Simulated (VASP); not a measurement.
# CuAg2Cl4 (P-42m) in VASP: single point with PBE

Aim: the single point of CuAg2Cl4 with PBE.

All numbers are computed with VASP 6.6.1; they aren't measurements. Logs are shortened: lines on timing, memory, paths and dates and some standing lists are left out, and cuts for length are marked.

## (1) The cell of the first run

Symmetry: P-42m, No. 111, tetragonal system. Conventional cell: a = 5.563 Å, b = 5.563 Å, c = 5.563 Å, α = 90.00°, β = 90.00°, γ = 90.00°. Within 3.3 Å of Cu (site symmetry -42m) lie 4 Cl at 2.47 Å. Ag (site symmetry 222) has 4 Cl at 2.50 Å within 3.3 Å. Within 3.3 Å of Cl (site symmetry m) lie 1 Cu at 2.47 Å and 2 Ag at 2.50 Å.

## (2) Single point, PBE

INCAR

```
PREC = Accurate
ENCUT = 600
EDIFF = 1E-6
ISMEAR = -1
SIGMA = 0.1
LREAL = False
LASPH = True
NELM = 120
ALGO = Normal
ISIF = 2
LWAVE = False
LCHARG = False
GGA = PE
NBANDS = 40
GGA_COMPAT = False
```

KPOINTS

```
regular mesh
0
Gamma
  6 6 6
```

POSCAR

```
CuAg2Cl4
1.0
    5.5627840000      0.0000000000      0.0000000000
    0.0000000000      5.5627840000      0.0000000000
    0.0000000000      0.0000000000      5.5627840000
Cu Ag Cl
1 2 4
Direct
    0.0000000000      0.0000000000      0.0000000000
    0.0000000000      0.5000000000      0.5000000000
    0.5000000000      0.0000000000      0.5000000000
    0.2700000000      0.2700000000      0.2250000000
    0.2700000000      0.7300000000      0.7750000000
    0.7300000000      0.7300000000      0.2250000000
    0.7300000000      0.2700000000      0.7750000000
```

Potentials or basis: VASP PAW PBE potentials, release 64 (Cu, Ag, Cl).

On the command line:

```console
> cat potpaw_PBE.64/Cu/POTCAR potpaw_PBE.64/Ag/POTCAR potpaw_PBE.64/Cl/POTCAR > POTCAR
> mpirun -np 1 vasp_std > vasp.out
```

OUTCAR:

```text
PREC = Accurate
   ENCUT = 600
   EDIFF = 1E-6
   ISMEAR = -1
   LREAL = False
   LASPH = True
   NELM = 120
   ISIF = 2
   GGA = PE

 ion  position               nearest neighbor table
   1  0.000  0.000  0.000-   4 2.47   5 2.47   6 2.47   7 2.47
   2  0.000  0.500  0.500-   4 2.50   5 2.50   6 2.50   7 2.50
   3  0.500  0.000  0.500-   4 2.50   5 2.50   6 2.50   7 2.50
   4  0.270  0.270  0.225-   1 2.47   2 2.50   3 2.50
   5  0.270  0.730  0.775-   1 2.47   2 2.50   3 2.50
   6  0.730  0.730  0.225-   1 2.47   2 2.50   3 2.50
   7  0.730  0.270  0.775-   1 2.47   2 2.50   3 2.50

  LATTYP: Found a simple cubic cell.
 ALAT       =     5.5627840000

  Lattice vectors:

 A1 = (   5.5627840000,   0.0000000000,   0.0000000000)
 A2 = (   0.0000000000,   5.5627840000,   0.0000000000)
 A3 = (   0.0000000000,   0.0000000000,   5.5627840000)

Analysis of symmetry for initial positions (statically):
=====================================================================
 Subroutine PRICEL returns:
 Original cell was already a primitive cell.

 Routine SETGRP: Setting up the symmetry group for a
 simple cubic supercell.

 Subroutine GETGRP returns: Found  8 space group operations
 (whereof  8 operations were pure point group operations)
 out of a pool of 48 trial point group operations.

The static configuration has the point symmetry D_2d.

Analysis of symmetry for dynamics (positions and initial velocities):
=====================================================================
 Subroutine PRICEL returns:
 Original cell was already a primitive cell.

 Routine SETGRP: Setting up the symmetry group for a
 simple cubic supercell.

 Subroutine GETGRP returns: Found  8 space group operations
 (whereof  8 operations were pure point group operations)
 out of a pool of 48 trial point group operations.

The dynamic configuration has the point symmetry D_2d.

 Subroutine INISYM returns: Found  8 space group operations
 (whereof  8 operations are pure point group operations),
 and found     1 'primitive' translations

----------------------------------------------------------------------------------------

                                     Primitive cell

  volume of cell :     172.1379

  direct lattice vectors                    reciprocal lattice vectors
     5.562784000  0.000000000  0.000000000     0.179766103  0.000000000  0.000000000
     0.000000000  5.562784000  0.000000000     0.000000000  0.179766103  0.000000000
     0.000000000  0.000000000  5.562784000     0.000000000  0.000000000  0.179766103

  length of vectors
     5.562784000  5.562784000  5.562784000     0.179766103  0.179766103  0.179766103

  position of ions in fractional coordinates (direct lattice)
     0.000000000  0.000000000  0.000000000
     0.000000000  0.500000000  0.500000000
     0.500000000  0.000000000  0.500000000
     0.270000000  0.270000000  0.225000000
     0.270000000  0.730000000  0.775000000
     0.730000000  0.730000000  0.225000000
     0.730000000  0.270000000  0.775000000

  ion indices of the primitive-cell ions
   primitive index   ion index
                 1           1
                 2           2
                 3           3
                 4           4
                 5           5
                 6           6
                 7           7

----------------------------------------------------------------------------------------

 KPOINTS: regular mesh

Automatic generation of k-mesh.
 Grid dimensions read from file:
 generate k-points for:    6    6    6

 Generating k-lattice:

  Cartesian coordinates                     Fractional coordinates (reciprocal lattice)
     0.029961017  0.000000000  0.000000000     0.166666667  0.000000000  0.000000000
     0.000000000  0.029961017  0.000000000     0.000000000  0.166666667  0.000000000
     0.000000000  0.000000000  0.029961017     0.000000000  0.000000000  0.166666667

  Length of vectors
     0.029961017  0.029961017  0.029961017

  Shift w.r.t. Gamma in fractional coordinates (k-lattice)
     0.000000000  0.000000000  0.000000000

 Subroutine IBZKPT returns following result:
 ===========================================

 Found     40 irreducible k-points:

 Following reciprocal coordinates:
            Coordinates               Weight
  0.000000  0.000000  0.000000      1.000000
  0.166667  0.000000  0.000000      4.000000
  0.000000  0.000000  0.166667      2.000000
  0.333333  0.000000  0.000000      4.000000
  0.000000  0.000000  0.333333      2.000000
  0.500000  0.000000  0.000000      2.000000
[... 16 lines left out ...]
  0.166667  0.166667  0.166667      8.000000
  0.333333  0.166667  0.166667     16.000000
 [... further k-points ...]
   k-points           NKPTS =     40   k-points in BZ     NKDIM =     40   number of bands    NBANDS=     40
   number of dos      NEDOS =    301   number of ions     NIONS =      7
   total plane-waves  NPLWV = 110592
   dimension x,y,z NGX =    48 NGY =   48 NGZ =   48
   dimension x,y,z NGXF=    96 NGYF=   96 NGZF=   96
   ions per type =               1   2   4
   NGX,Y,Z   is equivalent  to a cutoff of  14.34, 14.34, 14.34 a.u.
   NGXF,Y,Z  is equivalent  to a cutoff of  28.69, 28.69, 28.69 a.u.
 SYSTEM =  unknown system
   PREC   = accura    normal or accurate (medium, high low for compatibility)
   ISTART =      0    job   : 0-new  1-cont  2-samecut
   ICHARG =      2    charge: 1-file 2-atom 10-const
   ISPIN  =      1    spin polarized calculation?
   LNONCOLLINEAR =      F non collinear calculations
   LSORBIT =      F    spin-orbit coupling
   LASPH  =      T    aspherical Exc in radial PAW
   ENCUT  =  600.0 eV  44.10 Ry    6.64 a.u.  11.11 11.11 11.11*2*pi/ulx,y,z
   NELM   =    120;   NELMIN=  2; NELMDL= -5     # of ELM steps
   EDIFF  = 0.1E-05   stopping-criterion for ELM
   LREAL  =      F    real-space projection
   EDIFFG = 0.1E-04   stopping-criterion for IOM
   NSW    =      0    number of steps for IOM
   IBRION =     -1    ionic relax: 0-MD 1-quasi-New 2-CG
   NFREE  =      0    steps in history (QN), initial steepest desc. (CG)
   ISIF   =      2    stress and relaxation
   ISYM   =      2    0-nonsym 1-usesym 2-fastsym
   POTIM  = 0.5000    time-step for ionic-motion
   TEBEG  =    0.0;   TEEND  =   0.0 temperature during run
   PSTRESS=    0.0 pullay stress
   NELECT =      61.0000    total number of electrons
   NUPDOWN=      -1.0000    fix difference up-down
   EMIN   =  10.00;   EMAX   =-10.00  energy-range for DOS
   EFERMI =   0.00;   METHOD = LEGACY
   ISMEAR =    -1;   SIGMA  =   0.10  broadening in eV -4-tet -1-fermi 0-gaus
   EFERMI_NEDOS =   21; number of points for ismear=-14 and -15
   IALGO  =     38    algorithm
   IMIX   =      4    mixing-type and parameters
     AMIX     =   0.40;   BMIX     =  1.00
     AMIX_MAG =   1.60;   BMIX_MAG =  1.00
  volume/ion in A,a.u.               =      24.59       165.95
  Fermi-wavevector in a.u.,A,eV,Ry     =   1.158491  2.189230 18.260391  1.342101
  Thomas-Fermi vector in A             =   2.295092
   LORBIT       =      0    0 simple, 1 ext, 2 COOP (PROOUT), +10 PAW based schemes
   GGA     = PE    functional components
   LHFCALC =     F    Hartree Fock is set to
   AEXX    =    0.0000 exact exchange contribution
   IVDW    =     0    specifies the selected vdW correction
   LEPSILON=     F    determine dielectric tensor
   LRPA    =     F    only Hartree local field effects (RPA)
 non-spin polarized calculation
  energy-cutoff  :      600.00
  volume of cell :      172.14
 maximum number of plane-waves:      5832
 NGX is ok and might be reduce to    48
   NGX = 23   NGY = 23   NGZ = 23

 number of electron      61.0000020 magnetization

 Free energy of the ion-electron system (eV)
  ---------------------------------------------------
  ext. energy  EPLUGINS =         0.00000000
  ---------------------------------------------------
  free energy    TOTEN  =       -19.30664223 eV

  energy without entropy =      -19.09546579  energy(sigma->0) =      -19.20105401

 E-fermi :   1.6642     XC(G=0):  -8.7807

 val. band max:        1.6593587885   @ k =   0.5000   0.5000   0.1667
 cond. band min:       1.6651299507   @ k =   0.0000   0.3333   0.3333
 fundamental gap:      0.0057711622
 Fermi energy:         1.6642441063

 k-point     1 :       0.0000    0.0000    0.0000
  band No.  band energies     occupation
      1     -13.1339      2.00000
      2     -12.6783      2.00000
      3     -12.6783      2.00000
      4     -12.6654      2.00000
      5      -3.0399      2.00000
      6      -2.8560      2.00000
[... 32 lines left out ...]
     39      10.5340      0.00000
     40      10.6889      0.00000

 k-point     2 :       0.1667    0.0000    0.0000
  band No.  band energies     occupation
      1     -13.1052      2.00000
      2     -12.7093      2.00000
      3     -12.6773      2.00000
      4     -12.6657      2.00000
      5      -2.9822      2.00000
      6      -2.8414      2.00000
[... 32 lines left out ...]
     39      10.4557      0.00000
     40      10.6149      0.00000

 k-point     3 :       0.0000    0.0000    0.1667
  band No.  band energies     occupation
      1     -13.1058      2.00000
      2     -12.6957      2.00000
      3     -12.6781      2.00000
      4     -12.6781      2.00000
      5      -2.9869      2.00000
      6      -2.7835      2.00000
[... 32 lines left out ...]
     39      10.3094      0.00000
     40      10.7879      0.00000

 k-point     4 :       0.3333    0.0000    0.0000
  band No.  band energies     occupation
      1     -13.0271      2.00000
      2     -12.7921      2.00000
      3     -12.6752      2.00000
      4     -12.6667      2.00000
      5      -2.9121      2.00000
      6      -2.7127      2.00000
[... 32 lines left out ...]
     39      10.6625      0.00000
     40      10.7448      0.00000
[... 772 lines left out ...]
     39       9.5231      0.00000
     40      10.1599      0.00000

 k-point    23 :       0.1667    0.1667    0.1667
  band No.  band energies     occupation
      1     -13.0533      2.00000
      2     -12.7072      2.00000
      3     -12.7045      2.00000
      4     -12.6942      2.00000
      5      -2.8866      2.00000
      6      -2.7747      2.00000
[... 32 lines left out ...]
     39      10.5452      0.00000
     40      10.6897      0.00000

 k-point    24 :       0.3333    0.1667    0.1667
  band No.  band energies     occupation
      1     -12.9841      2.00000
      2     -12.7776      2.00000
      3     -12.7031      2.00000
      4     -12.6951      2.00000
      5      -2.8359      2.00000
      6      -2.6948      2.00000
[... 32 lines left out ...]
     39      10.3562      0.00000
     40      10.6543      0.00000

 [... further k-points ...]
[... 5 lines left out ...]
  --------------------------------------------------------------------------------------
  -------------------------------------------------------------------------------------
  Total        0.1661028      0.1661028      1.2258147      0.0000000      0.0000000      0.0000000
  in kB        1.5460047      1.5460047     11.4092953      0.0000000      0.0000000      0.0000000
  external PRESSURE =       4.8337683 kB  Pullay stress =       0.0000000 kB

 VOLUME and BASIS-vectors are now :
 -----------------------------------------------------------------------------
  energy-cutoff  :      600.00
  volume of cell :      172.14
      direct lattice vectors                 reciprocal lattice vectors
     5.562784000  0.000000000  0.000000000     0.179766103  0.000000000  0.000000000
     0.000000000  5.562784000  0.000000000     0.000000000  0.179766103  0.000000000
     0.000000000  0.000000000  5.562784000     0.000000000  0.000000000  0.179766103

 POSITION                                       TOTAL-FORCE (eV/Angst)
 -----------------------------------------------------------------------------------
      0.00000      0.00000      0.00000         0.000000     -0.000000      0.000000
      0.00000      2.78139      2.78139         0.000000     -0.000000      0.000000
      2.78139      0.00000      2.78139         0.000000     -0.000000      0.000000
      1.50195      1.50195      1.25163        -0.517157     -0.517157     -0.601697
      1.50195      4.06083      4.31116        -0.517157      0.517157      0.601697
      4.06083      4.06083      1.25163         0.517157      0.517157     -0.601697
      4.06083      1.50195      4.31116         0.517157     -0.517157      0.601697
 -----------------------------------------------------------------------------------
    total drift:                                0.000000      0.000000     -0.000000

  FREE ENERGIE OF THE ION-ELECTRON SYSTEM (eV)
  ---------------------------------------------------
  free  energy   TOTEN  =       -19.3066422323 eV

  energy  without entropy=      -19.0954657928  energy(sigma->0) =      -19.20105401
```

Run time: 13 min. Hardware: 1 thread of AMD EPYC 7R43 (Zen 3), shared host; peak memory 0.45 GiB.

What came out:

```
Free energy   : -19.3066 eV
Pressure      : 0.5 GPa
Largest force : 0.947 eV/Å
```

Forces in eV/Å, atoms in the order of the input:
```
Cu   0.000  0.000  0.000
Ag   0.000  0.000  0.000
Ag   0.000  0.000  0.000
Cl  -0.517 -0.517 -0.602
Cl  -0.517  0.517  0.602
Cl   0.517  0.517 -0.602
Cl   0.517 -0.517  0.602
```

Caveat: an odd number of electrons without spin polarisation forces a metal; a magnetic or distorted state may lie lower; semilocal functionals often make such compounds metallic where correlation or magnetic order opens a gap, which also shifts bond lengths. With open d or f shells a metallic result of PBE can be an artefact of self-interaction; +U or a hybrid may open a gap.
